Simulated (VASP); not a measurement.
# MgSe3 (Pm-3m) in VASP: notebook

Runs on MgSe3. Level: PBE. Tasks: single point, relaxation of cell and atoms.

Program: VASP 6.6.1. These are calculated values, not measurements. Logs are shortened: lines on timing, memory, paths and dates and some standing lists are left out, and cuts for length are marked.

### Step 1. The cell of the first run

Symmetry: Pm-3m, No. 221, cubic system. Conventional cell: a = 4.404 Å, b = 4.404 Å, c = 4.404 Å, α = 90.00°, β = 90.00°, γ = 90.00°. Mg (site symmetry m-3m) has 12 Se at 3.11 Å within 4.1 Å. Se (site symmetry 4/mmm) has 4 Mg at 3.11 Å and 8 Se at 3.11 Å within 4.1 Å.

### Step 2. Single point, PBE

Contents of INCAR:

```
SYSTEM = MgSe3
PREC = Accurate
ENCUT = 520
EDIFF = 1E-7
ISMEAR = 0
SIGMA = 0.1
LREAL = .FALSE.
LASPH = .TRUE.
NELM = 60
ALGO = Normal
ISIF = 2
LWAVE = .FALSE.
LCHARG = .TRUE.
GGA = PE
LELF = .TRUE.
LVHAR = .TRUE.
NBANDS = 18
```

Contents of KPOINTS:

```
regular mesh
0
G
  4 4 4
  0 0 0
```

Contents of POSCAR:

```
MgSe3
1.0
    4.4042834431      0.0000000000      0.0000000000
    0.0000000000      4.4042834431      0.0000000000
    0.0000000000      0.0000000000      4.4042834431
Mg Se
1 3
Direct
    0.0000000000      0.0000000000      0.0000000000
    0.0000000000      0.5000000000      0.5000000000
    0.5000000000      0.0000000000      0.5000000000
    0.5000000000      0.5000000000      0.0000000000
```

Potentials or basis: VASP PAW PBE potentials, release 64 (Mg, Se).

Run with:

```
> cat potpaw_PBE.64/Mg/POTCAR potpaw_PBE.64/Se/POTCAR > POTCAR
> mpirun -np 1 vasp_std > vasp.out
```

OUTCAR:

```text
SYSTEM = MgSe3
   PREC = Accurate
   ENCUT = 520
   EDIFF = 1E-7
   ISMEAR = 0
   LREAL = .FALSE.
   LASPH = .TRUE.
   NELM = 60
   ISIF = 2
   GGA = PE

 ion  position               nearest neighbor table
   1  0.000  0.000  0.000-   2 3.11   3 3.11   4 3.11   2 3.11   3 3.11   2 3.11   4 3.11   2 3.11
                             3 3.11   4 3.11   3 3.11   4 3.11
   2  0.000  0.500  0.500-   1 3.11   1 3.11   1 3.11   1 3.11
   3  0.500  0.000  0.500-   1 3.11   1 3.11   1 3.11   1 3.11
   4  0.500  0.500  0.000-   1 3.11   1 3.11   1 3.11   1 3.11

  LATTYP: Found a simple cubic cell.
 ALAT       =     4.4042834431

  Lattice vectors:

 A1 = (   4.4042834431,   0.0000000000,   0.0000000000)
 A2 = (   0.0000000000,   4.4042834431,   0.0000000000)
 A3 = (   0.0000000000,   0.0000000000,   4.4042834431)

Analysis of symmetry for initial positions (statically):
=====================================================================
 Subroutine PRICEL returns:
 Original cell was already a primitive cell.

 Routine SETGRP: Setting up the symmetry group for a
 simple cubic supercell.

 Subroutine GETGRP returns: Found 48 space group operations
 (whereof 48 operations were pure point group operations)
 out of a pool of 48 trial point group operations.

The static configuration has the point symmetry O_h .

Analysis of symmetry for dynamics (positions and initial velocities):
=====================================================================
 Subroutine PRICEL returns:
 Original cell was already a primitive cell.

 Routine SETGRP: Setting up the symmetry group for a
 simple cubic supercell.

 Subroutine GETGRP returns: Found 48 space group operations
 (whereof 48 operations were pure point group operations)
 out of a pool of 48 trial point group operations.

The dynamic configuration has the point symmetry O_h .

 Subroutine INISYM returns: Found 48 space group operations
 (whereof 48 operations are pure point group operations),
 and found     1 'primitive' translations

----------------------------------------------------------------------------------------

                                     Primitive cell

  volume of cell :      85.4330

  direct lattice vectors                    reciprocal lattice vectors
     4.404283443  0.000000000  0.000000000     0.227051690  0.000000000  0.000000000
     0.000000000  4.404283443  0.000000000     0.000000000  0.227051690  0.000000000
     0.000000000  0.000000000  4.404283443     0.000000000  0.000000000  0.227051690

  length of vectors
     4.404283443  4.404283443  4.404283443     0.227051690  0.227051690  0.227051690

  position of ions in fractional coordinates (direct lattice)
     0.000000000  0.000000000  0.000000000
     0.000000000  0.500000000  0.500000000
     0.500000000  0.000000000  0.500000000
     0.500000000  0.500000000  0.000000000

  ion indices of the primitive-cell ions
   primitive index   ion index
                 1           1
                 2           2
                 3           3
                 4           4

----------------------------------------------------------------------------------------

 KPOINTS: regular mesh

Automatic generation of k-mesh.
 Grid dimensions read from file:
 generate k-points for:    4    4    4

 Generating k-lattice:

  Cartesian coordinates                     Fractional coordinates (reciprocal lattice)
     0.056762923  0.000000000  0.000000000     0.250000000  0.000000000  0.000000000
     0.000000000  0.056762923  0.000000000     0.000000000  0.250000000  0.000000000
     0.000000000  0.000000000  0.056762923     0.000000000  0.000000000  0.250000000

  Length of vectors
     0.056762923  0.056762923  0.056762923

  Shift w.r.t. Gamma in fractional coordinates (k-lattice)
     0.000000000  0.000000000  0.000000000

 Subroutine IBZKPT returns following result:
 ===========================================

 Found     10 irreducible k-points:

 Following reciprocal coordinates:
            Coordinates               Weight
  0.000000  0.000000  0.000000      1.000000
  0.250000  0.000000  0.000000      6.000000
  0.500000  0.000000  0.000000      3.000000
  0.250000  0.250000  0.000000     12.000000
  0.500000  0.250000  0.000000     12.000000
  0.500000  0.500000  0.000000      3.000000
  0.250000  0.250000  0.250000      8.000000
  0.500000  0.250000  0.250000     12.000000
  0.500000  0.500000  0.250000      6.000000
  0.500000  0.500000  0.500000      1.000000
   k-points           NKPTS =     10   k-points in BZ     NKDIM =     10   number of bands    NBANDS=     18
   number of dos      NEDOS =    301   number of ions     NIONS =      4
   total plane-waves  NPLWV =  46656
   dimension x,y,z NGX =    36 NGY =   36 NGZ =   36
   dimension x,y,z NGXF=    72 NGYF=   72 NGZF=   72
   ions per type =               1   3
   NGX,Y,Z   is equivalent  to a cutoff of  13.59, 13.59, 13.59 a.u.
   NGXF,Y,Z  is equivalent  to a cutoff of  27.18, 27.18, 27.18 a.u.
 SYSTEM =  MgSe3
   PREC   = accura    normal or accurate (medium, high low for compatibility)
   ISTART =      0    job   : 0-new  1-cont  2-samecut
   ICHARG =      2    charge: 1-file 2-atom 10-const
   ISPIN  =      1    spin polarized calculation?
   LNONCOLLINEAR =      F non collinear calculations
   LSORBIT =      F    spin-orbit coupling
   LASPH  =      T    aspherical Exc in radial PAW
   ENCUT  =  520.0 eV  38.22 Ry    6.18 a.u.   8.19  8.19  8.19*2*pi/ulx,y,z
   NELM   =     60;   NELMIN=  2; NELMDL= -5     # of ELM steps
   EDIFF  = 0.1E-06   stopping-criterion for ELM
   LREAL  =      F    real-space projection
   EDIFFG = 0.1E-05   stopping-criterion for IOM
   NSW    =      0    number of steps for IOM
   IBRION =     -1    ionic relax: 0-MD 1-quasi-New 2-CG
   NFREE  =      0    steps in history (QN), initial steepest desc. (CG)
   ISIF   =      2    stress and relaxation
   ISYM   =      2    0-nonsym 1-usesym 2-fastsym
   POTIM  = 0.5000    time-step for ionic-motion
   TEBEG  =    0.0;   TEEND  =   0.0 temperature during run
   PSTRESS=    0.0 pullay stress
   NELECT =      20.0000    total number of electrons
   NUPDOWN=      -1.0000    fix difference up-down
   EMIN   =  10.00;   EMAX   =-10.00  energy-range for DOS
   EFERMI =   0.00;   METHOD = LEGACY
   ISMEAR =     0;   SIGMA  =   0.10  broadening in eV -4-tet -1-fermi 0-gaus
   EFERMI_NEDOS =   21; number of points for ismear=-14 and -15
   IALGO  =     38    algorithm
   IMIX   =      4    mixing-type and parameters
     AMIX     =   0.40;   BMIX     =  1.00
     AMIX_MAG =   1.60;   BMIX_MAG =  1.00
  volume/ion in A,a.u.               =      21.36       144.13
  Fermi-wavevector in a.u.,A,eV,Ry     =   1.008965  1.906668 13.850881  1.018011
  Thomas-Fermi vector in A             =   2.141865
   LORBIT       =      0    0 simple, 1 ext, 2 COOP (PROOUT), +10 PAW based schemes
   GGA     = PE    functional components
   LHFCALC =     F    Hartree Fock is set to
   AEXX    =    0.0000 exact exchange contribution
   IVDW    =     0    specifies the selected vdW correction
   LEPSILON=     F    determine dielectric tensor
   LRPA    =     F    only Hartree local field effects (RPA)
 non-spin polarized calculation
 Gauss-broadening in eV      SIGMA  =   0.10
  energy-cutoff  :      520.00
  volume of cell :       85.43
 maximum number of plane-waves:      2325
 NGX is ok and might be reduce to    36
   NGX = 17   NGY = 17   NGZ = 17

 number of electron      20.0000004 magnetization

 Free energy of the ion-electron system (eV)
  ---------------------------------------------------
  ext. energy  EPLUGINS =         0.00000000
  ---------------------------------------------------
  free energy    TOTEN  =       -11.58035663 eV

  energy without entropy =      -11.55163568  energy(sigma->0) =      -11.56599616

 E-fermi :   4.6899     XC(G=0):  -9.8779

 val. band max:        4.6875508230   @ k =   0.2500   0.2500   0.2500
 cond. band min:       4.7138301615   @ k =   0.5000   0.5000   0.2500
 fundamental gap:      0.0262793385
 Fermi energy:         4.6898999474

 k-point     1 :       0.0000    0.0000    0.0000
  band No.  band energies     occupation
      1     -10.5007      2.00000
      2      -7.0279      2.00000
      3      -7.0279      2.00000
      4      -0.4283      2.00000
      5      -0.4283      2.00000
      6      -0.4283      2.00000
[... 10 lines left out ...]
     17      10.5588      0.00000
     18      10.5588      0.00000

 k-point     2 :       0.2500    0.0000    0.0000
  band No.  band energies     occupation
      1     -10.1736      2.00000
      2      -7.6987      2.00000
      3      -6.9729      2.00000
      4      -0.0565      2.00000
      5      -0.0565      2.00000
      6       0.0495      2.00000
[... 10 lines left out ...]
     17      11.0304      0.00000
     18      11.3177      0.00000

 k-point     3 :       0.5000    0.0000    0.0000
  band No.  band energies     occupation
      1      -9.5661      2.00000
      2      -8.6070      2.00000
      3      -6.9159      2.00000
      4       0.6173      2.00000
      5       0.6173      2.00000
      6       0.7539      2.00000
[... 10 lines left out ...]
     17      12.1983      0.00000
     18      12.5806      0.00000

 k-point     4 :       0.2500    0.2500    0.0000
  band No.  band energies     occupation
      1      -9.8562      2.00000
      2      -7.7995      2.00000
      3      -7.3437      2.00000
      4      -0.6926      2.00000
      5       0.3218      2.00000
      6       1.2322      2.00000
[... 81 lines left out ...]
      4      -0.7832      2.00000
      5      -0.6246      2.00000
      6      -0.1426      2.00000
[... 10 lines left out ...]
     17      13.2905      0.00000
     18      13.5706      0.00000

 k-point     9 :       0.5000    0.5000    0.2500
  band No.  band energies     occupation
      1      -8.3061      2.00000
      2      -8.2720      2.00000
      3      -8.2720      2.00000
      4      -1.2642      2.00000
      5      -1.0150      2.00000
      6      -0.1128      2.00000
[... 10 lines left out ...]
     17      13.7134      0.00000
     18      13.7134      0.00000

 k-point    10 :       0.5000    0.5000    0.5000
  band No.  band energies     occupation
      1      -8.1668      2.00000
      2      -8.1668      2.00000
      3      -8.1668      2.00000
      4      -1.8813      2.00000
      5      -0.9561      2.00000
      6      -0.9561      2.00000
[... 10 lines left out ...]
     17      13.4699      0.00000
     18      13.4699      0.00000

------------------------ aborting loop because EDIFF is reached ----------------------------------------

  FORCE on cell =-STRESS in cart. coord.  units (eV):
  Direction    XX          YY          ZZ          XY          YZ          ZX
  --------------------------------------------------------------------------------------
  -------------------------------------------------------------------------------------
  Total       -0.2277136     -0.2277136     -0.2277136     -0.0000000     -0.0000000      0.0000000
  in kB       -4.2704508     -4.2704508     -4.2704508     -0.0000000     -0.0000000      0.0000000
  external PRESSURE =      -4.2704508 kB  Pullay stress =       0.0000000 kB

 VOLUME and BASIS-vectors are now :
 -----------------------------------------------------------------------------
  energy-cutoff  :      520.00
  volume of cell :       85.43
      direct lattice vectors                 reciprocal lattice vectors
     4.404283443  0.000000000  0.000000000     0.227051690  0.000000000  0.000000000
     0.000000000  4.404283443  0.000000000     0.000000000  0.227051690  0.000000000
     0.000000000  0.000000000  4.404283443     0.000000000  0.000000000  0.227051690

 POSITION                                       TOTAL-FORCE (eV/Angst)
 -----------------------------------------------------------------------------------
      0.00000      0.00000      0.00000         0.000000      0.000000      0.000000
      0.00000      2.20214      2.20214         0.000000      0.000000      0.000000
      2.20214      0.00000      2.20214         0.000000      0.000000      0.000000
      2.20214      2.20214      0.00000         0.000000      0.000000      0.000000
 -----------------------------------------------------------------------------------
    total drift:                                0.000000      0.000000      0.000000

  FREE ENERGIE OF THE ION-ELECTRON SYSTEM (eV)
  ---------------------------------------------------
  free  energy   TOTEN  =       -11.5803566300 eV

  energy  without entropy=      -11.5516356834  energy(sigma->0) =      -11.56599616
```

It took 14 s on 1 thread of Intel Xeon Platinum 8559C (Emerald Rapids), shared host; peak memory 0.2 GiB.

What came out:

```
Free energy            : -11.5804 eV
Pressure               : -0.4 GPa
Band gap on the k mesh : zero (band 10 reaches 6.12 eV, above the bottom of band 11 at 4.34 eV)
```

Levels at points of the mesh, in eV from the Fermi level:
```tsv
k point	band 7	band 8	band 9	band 10	band 11	band 12	band 13	band 14
(0.00, 0.00, 0.00)	-1.01	-1.01	-1.01	-0.55	0.88	0.88	0.88	4.77
(0.50, 0.00, 0.00)	-2.76	-2.76	-2.34	-1.98	0.45	0.45	3.13	3.64
(0.50, 0.50, 0.00)	-2.81	-2.44	-2.44	-2.43	1.31	1.31	2.43	3.23
(0.50, 0.50, 0.50)	-5.65	-1.19	1.43	1.43	1.43	1.45	1.45	8.18
```

### Step 3. Single point, PBE

This run uses another cell than the first one, of 27.19 Å³/atom, 1.273 times its volume.

Contents of INCAR:

```
SYSTEM = MgSe3
  PREC = Accurate
  ENCUT = 520
  EDIFF = 1E-6
  ISMEAR = 0
  SIGMA = 0.1
  LREAL = .FALSE.
  LASPH = .TRUE.
  NELM = 80
  ALGO = Normal
  ISIF = 2
  LWAVE = .FALSE.
  LCHARG = .FALSE.
  GGA = PE
  NBANDS = 18
```

KPOINTS is that of step 2.

Contents of POSCAR:

```
MgSe3
1.0
    4.7734682800      0.0000000000      0.0000000000
    0.0000000000      4.7734682800      0.0000000000
    0.0000000000      0.0000000000      4.7734682800
Mg Se
1 3
Direct
    0.0000000000      0.0000000000      0.0000000000
    0.0000000000      0.5000000000      0.5000000000
    0.5000000000      0.0000000000      0.5000000000
    0.5000000000      0.5000000000      0.0000000000
```

Potentials or basis: VASP PAW PBE potentials, release 64 (Mg, Se).

Run with:

```
> cat potpaw_PBE.64/Mg/POTCAR potpaw_PBE.64/Se/POTCAR > POTCAR
> mpirun -np 1 vasp_std > vasp.out
```

Run time: 14 s. Hardware: 1 thread of Intel Xeon Platinum 8559C (Emerald Rapids), shared host; peak memory 0.2 GiB.

It converged, with:

* Free energy: -10.8066 eV
* Pressure: -8.4 GPa
* Band gap on the k mesh: zero (band 10 reaches 3.34 eV, above the bottom of band 11 at 2.27 eV)

Levels at points of the mesh, in eV from the Fermi level:
```
           k point  band 7  band 8  band 9  band 10  band 11  band 12  band 13  band 14
(0.00, 0.00, 0.00)   -0.75   -0.75   -0.75    -0.52     0.63     0.63     0.63     5.03
(0.50, 0.00, 0.00)   -1.94   -1.94   -1.58    -1.48     0.32     0.32     2.64     3.02
(0.50, 0.50, 0.00)   -2.19   -1.71   -1.71    -1.63     0.85     0.89     1.86     3.48
(0.50, 0.50, 0.50)   -4.15   -0.79    0.92     0.92     0.92     0.96     0.96     7.28
```

### Step 4. Relaxation of cell and atoms, PBE

This run uses another cell than the first one, of 27.19 Å³/atom, 1.273 times its volume.

Contents of INCAR:

```
ALGO = Normal
EDIFF = 1E-6
EDIFFG = -0.04
ENCUT = 600
GGA = PE
IBRION = 2
ISIF = 3
ISMEAR = 0
LASPH = T
LCHARG = F
LREAL = F
LWAVE = F
NELM = 60
NSW = 90
PREC = Accurate
SIGMA = 0.1
```

Contents of KPOINTS:

```
k-points
0
Gamma
  4 4 4
```

POSCAR is that of step 3.

Run with:

```
> cat potpaw_PBE.64/Mg/POTCAR potpaw_PBE.64/Se/POTCAR > POTCAR
> mpirun -np 1 vasp_std > vasp.out
```

It took 40 s on 1 thread of Intel Xeon Platinum 8559C (Emerald Rapids), shared host; peak memory 0.24 GiB.

The run converged. Its results:

| Item | Value |
| --- | --- |
| Free energy | -11.5822 eV |
| Relaxed volume | 21.26 Å³/atom |
| Relaxed cell | a = 4.397 Å, b = 4.397 Å, c = 4.397 Å, α = 90.00°, β = 90.00°, γ = 90.00° |
| Space group after relaxing (to 0.05 Å) | Pm-3m (No. 221) |
| Energy gained by relaxing | 193.9 meV/atom |
| Ionic steps | 3 |
| Pressure after relaxing | -0.1 GPa |
| Band gap on the k mesh | zero (band 10 reaches 6.18 eV, above the bottom of band 11 at 4.38 eV) |

Step by step:
| step | energy change (eV) | largest force (eV/Å) | pressure (GPa) | volume (Å³) |
| --- | --- | --- | --- | --- |
| 1 | 0.0000 | 0.0000 | -8.36 | 108.77 |
| 2 | -0.7564 | 0.0000 | -1.89 | 87.93 |
| 3 | -0.7755 | 0.0000 | -0.13 | 85.03 |

Final structure:
```cif
data_structure
_symmetry_space_group_name_H-M 'P 1'
_symmetry_Int_Tables_number 1
_cell_length_a 4.3974
_cell_length_b 4.3974
_cell_length_c 4.3974
_cell_angle_alpha 90.000
_cell_angle_beta 90.000
_cell_angle_gamma 90.000
_cell_volume 85.03
loop_
_atom_site_label
_atom_site_type_symbol
_atom_site_fract_x
_atom_site_fract_y
_atom_site_fract_z
_atom_site_occupancy
Mg1 Mg 0.00000 0.00000 0.00000 1
Se1 Se 0.00000 0.50000 0.50000 1
Se2 Se 0.50000 0.00000 0.50000 1
Se3 Se 0.50000 0.50000 0.00000 1
```

Levels at points of the mesh, in eV from the Fermi level:
| k point | band 6 | band 7 | band 8 | band 9 | band 10 | band 11 | band 12 | band 13 | band 14 |
| --- | --- | --- | --- | --- | --- | --- | --- | --- | --- |
| (0.00, 0.00, 0.00) | -5.15 | -1.01 | -1.01 | -1.01 | -0.55 | 0.88 | 0.88 | 0.88 | 4.77 |
| (0.50, 0.00, 0.00) | -3.94 | -2.78 | -2.78 | -2.36 | -2.00 | 0.45 | 0.45 | 3.13 | 3.66 |
| (0.50, 0.50, 0.00) | -2.82 | -2.82 | -2.46 | -2.46 | -2.44 | 1.32 | 1.32 | 2.44 | 3.23 |
| (0.50, 0.50, 0.50) | -5.68 | -5.68 | -1.20 | 1.45 | 1.45 | 1.45 | 1.46 | 1.46 | 8.20 |

Caveat: the volume moved by over 15 % at a fixed basis, so the end points are rough.

### Step 5. Single point, PBE

This run uses another cell than the first one, of 21.05 Å³/atom, 0.986 times its volume.

Contents of INCAR:

```
SYSTEM = MgSe3
ALGO = Normal
EDIFF = 1E-6
ENCUT = 520
GGA = PE
ISIF = 2
ISMEAR = 0
LASPH = .True.
LCHARG = .False.
LREAL = .False.
LWAVE = .False.
NBANDS = 18
NELM = 60
PREC = Accurate
SIGMA = 0.1
```

Contents of KPOINTS:

```
k-points
0
Gamma
  10 10 10
  0 0 0
```

Contents of POSCAR:

```
MgSe3
1.0
    4.3829534145      0.0000000000      0.0000000000
    0.0000000000      4.3829534145      0.0000000000
    0.0000000000      0.0000000000      4.3829534145
Mg Se
1 3
Direct
    0.0000000000      0.0000000000      0.0000000000
    0.0000000000      0.5000000000      0.5000000000
    0.5000000000      0.0000000000      0.5000000000
    0.5000000000      0.5000000000      0.0000000000
```

Run with:

```
> cat potpaw_PBE.64/Mg/POTCAR potpaw_PBE.64/Se/POTCAR > POTCAR
> mpirun -np 1 vasp_std > vasp.out
```

Wall time 38 s (1 thread of Intel Xeon Platinum 8559C (Emerald Rapids), shared host); peak memory 0.24 GiB.

Results (log left out):

```yaml
Free_energy: -11.7135 eV
Pressure: -0.1 GPa
Band_gap_on_the_k_mesh: zero (band 10 reaches 6.31 eV, above the bottom of band 11 at 4.39 eV)
```

Levels at points of the mesh, in eV from the Fermi level:
| k point | band 6 | band 7 | band 8 | band 9 | band 10 | band 11 | band 12 | band 13 | band 14 | band 15 |
| --- | --- | --- | --- | --- | --- | --- | --- | --- | --- | --- |
| (0.00, 0.00, 0.00) | -5.30 | -1.11 | -1.11 | -1.11 | -0.65 | 0.80 | 0.80 | 0.80 | 4.67 | 4.67 |
| (0.50, 0.00, 0.00) | -4.05 | -2.90 | -2.90 | -2.48 | -2.11 | 0.36 | 0.36 | 3.05 | 3.62 | 5.86 |
| (0.50, 0.50, 0.00) | -2.93 | -2.93 | -2.58 | -2.58 | -2.58 | 1.24 | 1.25 | 2.38 | 3.13 | 6.62 |
| (0.50, 0.50, 0.50) | -5.83 | -5.83 | -1.30 | 1.38 | 1.38 | 1.38 | 1.39 | 1.39 | 8.15 | 8.15 |

### Step 6. Overview

```tsv
task	cell	k mesh	cutoff (eV)	gap on the mesh (eV)	pressure (GPa)
single point	a = 4.404 Å, 4 atoms	4 × 4 × 4	520	none	-0.4
single point	a = 4.773 Å, 4 atoms	4 × 4 × 4	520	none	-8.4
relaxation of cell and atoms	relaxed from a = 4.773 Å, 4 atoms	4 × 4 × 4	600	none	-0.1
single point	a = 4.383 Å, 4 atoms	10 × 10 × 10	520	none	-0.1
```

Alike in all rows: level PBE; potentials or basis VASP PAW PBE potentials, release 64 (Mg, Se); no spin polarisation; smearing gaussian 0.1 eV.

Caveats: the volume moved by over 15 % at a fixed basis, so the end points are rough (some runs).

Absolute energies hang on the potentials; compare differences alone.
